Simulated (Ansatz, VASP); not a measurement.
# CdSe in VASP and in Ansatz

File INCAR:

```
SYSTEM = CdSe
PREC = Accurate ; ENCUT = 520
EDIFF = 1E-7 ; ISMEAR = 0
SIGMA = 0.05 ; LREAL = .False.
LASPH = .True. ; NELM = 80
ALGO = Normal ; ISIF = 2
LWAVE = .False. ; LCHARG = .False.
GGA = PE ; NBANDS = 26
```

The input KPOINTS:

```
Automatic mesh
0
Gamma
  6 6 4
  0 0 0
```

POSCAR

```
CdSe
1.0
    4.4059624121      0.0000000000      0.0000000000
   -2.2029812060      3.8156753770      0.0000000000
    0.0000000000      0.0000000000      7.1905800000
Cd Se
2 2
Direct
    0.6666666667      0.3333333333      0.0000000000
    0.3333333333      0.6666666667      0.5000000000
    0.6666666667      0.3333333333      0.3750000000
    0.3333333333      0.6666666667      0.8750000000
```

Input for Ansatz:

```yaml
crystal:
  lattice:
    - [4.4059624121, 0.0, 0.0]
    - [-2.202981206, 3.815675377, 0.0]
    - [0.0, 0.0, 7.19058]
  atoms:
    - { symbol: Cd, position: [0.6666666667, 0.3333333333, 0.0] }
    - { symbol: Cd, position: [0.3333333333, 0.6666666667, 0.5] }
    - { symbol: Se, position: [0.6666666667, 0.3333333333, 0.375] }
    - { symbol: Se, position: [0.3333333333, 0.6666666667, 0.875] }
basis:
  ecutwfc: 420
kpoints:
  mp_grid: { grid: [6, 6, 4] }
hamiltonian:
  xc: pbe
scf:
  occupations: { method: gaussian, width: 0.05 }
output:
  forces: true
  stress: true
  eigenvalues: true
```

Change from the starting cell: strain +0.025 along x and y, +0.025 along z, atoms carried along.

Alike in both runs: task single point; functional PBE; k mesh 6 × 6 × 4; occupations gaussian, width 0.05 eV; no spin polarisation.

|  | VASP | Ansatz |
| --- | --- | --- |
| version | VASP 6.6.1 | Ansatz 0.2.0 |
| potentials or method | VASP PAW PBE potentials, release 64 (Cd, Se), cutoff 520 eV | scalar-relativistic, plane waves, PAW |
| valence electrons in the cell | 36 | 72 |

VASP gave:

```
gap on the k mesh at the Fermi level (eV)                     : 0.50
least direct gap on the mesh (eV)                             : 0.50
pressure (GPa)                                                : -0.4
traceless stress, the component that is largest in VASP (GPa) : 0.07
rms of the force components (eV/Å)                            : 0.012
```

Q: What did Ansatz give for the same quantities?

A: gap on the k mesh at the Fermi level (eV): 0.51; least direct gap on the mesh (eV): 0.51; pressure (GPa): -0.7; traceless stress, the component that is largest in VASP (GPa): 0.07; rms of the force components (eV/Å): 0.012.

Atom by atom the forces differ by 0.000 eV/Å (rms over components). VASP's potentials hold 36 valence electrons a cell and Ansatz's 72, so a difference there can come from the potentials and not from the codes.
